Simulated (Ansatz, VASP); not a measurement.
**Cd in VASP and in Ansatz**

INCAR

```
PREC = Accurate
ENCUT = 520
EDIFF = 1E-8
ISMEAR = -1
SIGMA = 0.05
LREAL = F
LASPH = T
NELM = 100
ALGO = Normal
ISIF = 2
LWAVE = F
LCHARG = F
GGA = PS
LEFG = T
NBANDS = 19
```

The input KPOINTS:

```
regular mesh
0
Gamma
  16 16 7
```

Contents of POSCAR:

```
Cd
1.0
    2.9887691672      0.0000000000      0.0000000000
   -1.4943845836      2.5883500248      0.0000000000
    0.0000000000      0.0000000000      5.6363134261
Cd
2
Direct
    0.3333333333      0.6666666667      0.2500000000
    0.6666666667      0.3333333333      0.7500000000
```

Input for Ansatz:

```yaml
crystal:
  lattice:
    - [2.9887691672, 0.0, 0.0]
    - [-1.4943845836, 2.5883500248, 0.0]
    - [0.0, 0.0, 5.6363134261]
  atoms:
    - { symbol: Cd, position: [0.3333333333, 0.6666666667, 0.25] }
    - { symbol: Cd, position: [0.6666666667, 0.3333333333, 0.75] }
kpoints:
  mp_grid: { grid: [16, 16, 7] }
scf:
  occupations: { method: fermi_dirac, width: 0.05 }
hamiltonian:
  xc: pbesol
  pseudopotentials: { kind: all_electron, datasets: crystal }
output:
  forces: true
  stress: true
  eigenvalues: true
  efg: { contact_densities: true }
```

Change from the starting cell: volume scaled by 1.01, crystal datasets.

Alike in both runs: task electric field gradients; functional PBEsol; k mesh 16 × 16 × 7; occupations fermi-dirac, width 0.05 eV; no spin polarisation.

|  | VASP | Ansatz |
| --- | --- | --- |
| version | VASP 6.6.1 | Ansatz 0.2.0 |
| potentials or method | VASP PAW PBE potentials, release 64 (Cd), cutoff 520 eV | all-electron PAW with datasets made for the crystal, scalar-relativistic |

```tsv
	VASP	Ansatz	Ansatz less VASP
pressure (GPa)	-1.7	-2.1	-0.33
traceless stress, the component that is largest in VASP (GPa)	-0.01	0.14	+0.144
size of Vzz on the site where it differs most (V/Å²)	78.2	73.4	-4.83
```

VASP's potentials were made for PBE, not for PBEsol. Ansatz ran all-electron here, and VASP with PAW potentials.
